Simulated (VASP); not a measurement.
Input of a VASP 6.6.1 run:

File INCAR:

```
ALGO     = Normal         # electronic algorithm
EDIFF    = 1E-6           # SCF threshold, eV
ENCUT    = 520            # plane-wave cutoff, eV
GGA      = PE             # functional
ISIF     = 2              # what is computed and relaxed
ISMEAR   = 0              # smearing method
LASPH    = T              # aspherical terms in the spheres
LCHARG   = T              # write CHGCAR
LELF     = T              # ELF
LREAL    = F              # projectors in reciprocal space
LVHAR    = T            
LWAVE    = F              # write WAVECAR
NBANDS   = 26             # bands
NELM     = 80             # most SCF steps
PREC     = Accurate       # precision mode
SIGMA    = 0.1            # smearing width, eV
```

KPOINTS

```
k-points
0
Gamma
  10 10 8
```

The input POSCAR:

```
CoSi2
1.0
    2.5995408866      2.5995408866      0.0000000000
   -2.5995408866      2.5995408866      0.0000000000
    0.0000000000      0.0000000000      5.4563559228
Co Si
2 4
Direct
    0.0000000000      0.0000000000      0.0000000000
    0.5000000000      0.5000000000      0.5000000000
    0.0000000000      0.5000000000      0.7500000000
    0.5000000000      0.0000000000      0.7500000000
    0.5000000000      0.0000000000      0.2500000000
    0.0000000000      0.5000000000      0.2500000000
```

Potentials or basis: VASP PAW PBE potentials, release 64 (Co, Si).

Launch:

```console
$ cat potpaw_PBE.64/Co/POTCAR potpaw_PBE.64/Si/POTCAR > POTCAR
$ mpirun -np 1 vasp_std > vasp.out
```

Task: What does it give for the band gap on the k mesh?

Result: Zero (bands 17 and 18 overlap by 3.53 eV).

Task: What does it give for the pressure?

Result: 8.5 GPa.

Stress tensor (GPa, compression positive):
```
10.10  0.00  0.00
 0.00 10.10  0.00
 0.00  0.00  5.32
```

Caveat: the cell differs from its parent crystal (biaxial strain in the a-b plane: -3.0 %); the cell stands under pressure; the run has no spin polarisation, though such a crystal can be magnetic. Spin polarisation is off, so any magnetic state and its effect on volume and gap are missing.
